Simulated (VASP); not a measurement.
Wanted: the native input for a VASP 6.6.1 run.

| Quantity | Value |
| --- | --- |
| Task | single point |
| Functional | PBEsol |
| Potentials or basis | VASP PAW PBE potentials, release 64 (Ti_sv, Al) |
| Cutoff | 520 eV |
| k mesh | 14 × 14 × 14 |
| Occupations | gaussian, width 0.15 eV |
| Spin | no spin polarisation |
| Dipole correction | no |
| Further INCAR settings | ALGO = Fast; EDIFF = 1e-06; NBANDS = 14 |

The structure of TiAl lies in POSCAR:

```
TiAl
1.0
    2.9250135935      0.0000000000      0.0000000000
    0.0000000000      3.2722149481      0.0000000000
    0.0000000000      0.0000000000      3.1563759507
Ti Al
1 1
Direct
    0.0000000000      0.0000000000      0.0000000000
    0.5000000000      0.5000000000      0.5000000000
```

This cell differs from its parent crystal: normal strain along x -0.0733, normal strain along y +0.0367.

These files were run (other wordings do the same):

INCAR

```
SYSTEM = TiAl
PREC     = Accurate       ! precision mode
ENCUT    = 520            ! plane-wave cutoff, eV
EDIFF    = 1E-6           ! SCF threshold, eV
ISMEAR   = 0              ! smearing method
SIGMA    = 0.15           ! smearing width, eV
LREAL    = .FALSE.        ! projectors in reciprocal space
LASPH    = .TRUE.         ! aspherical terms in the spheres
NELM     = 100            ! most SCF steps
ALGO     = Fast           ! electronic algorithm
ISIF     = 2              ! what is computed and relaxed
LWAVE    = .FALSE.        ! write WAVECAR
LCHARG   = .FALSE.        ! write CHGCAR
GGA      = PS             ! functional
NBANDS   = 14             ! bands
```

KPOINTS

```
Automatic mesh
0
G
  14 14 14
  0 0 0
```

Potentials or basis: VASP PAW PBE potentials, release 64 (Ti_sv, Al).

Command:

```console
$ cat potpaw_PBE.64/Ti_sv/POTCAR potpaw_PBE.64/Al/POTCAR > POTCAR
$ mpirun -np 1 vasp_std > vasp.out
```

Results of the run:

```yaml
Pressure: 5.5 GPa
```

Caveat: the cell differs from its parent crystal (normal strain along x -0.0733, normal strain along y +0.0367); the PAW data sets were made with another functional, which shifts forces and pressure a little.

Wall time 3.4 min on 1 thread of Intel(R) Xeon(R) Platinum 8259CL CPU @ 2.50GHz (Skylake/Cascade Lake), on a shared host, peak memory 0.32 GiB.
